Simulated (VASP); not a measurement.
The system is NaH.

```
Na H
1.0
     2.96025    0.02786    0.02786
     0.02786    2.96025    0.02786
     0.02786    0.02786    2.96025
Na H
1 1
Direct
  0.00000 0.00000 0.00000
  0.50000 0.50000 0.50000
```

This cell differs from its parent crystal: strain along [111] +2.9%.

Base run:

* Program: VASP 6.6.1
* Functional: r2SCAN
* Potentials or basis: VASP PAW PBE potentials, release 64 (Na_pv, H)
* Cutoff: 520 eV
* k mesh: 8 × 8 × 8
* Occupations: gaussian, width 0.01 eV
* Spin: no spin polarisation

Its results: band gap on the k mesh 1.61 eV, indirect (least direct gap 5.08 eV); pressure -1.0 GPa.

Question: The run is repeated on the same cell with these changes: functional from r2SCAN to HSE06; k mesh from 8 × 8 × 8 to 6 × 6 × 6. What comes out?

Answer: Band gap on the k mesh 1.88 eV, indirect (least direct gap 5.62 eV); pressure -0.4 GPa.

Several settings changed at once, so the effect can't be laid on one alone.

Caveats: the PAW data sets were made with another functional, which shifts forces and pressure a little.

A k mesh can miss the band edges.
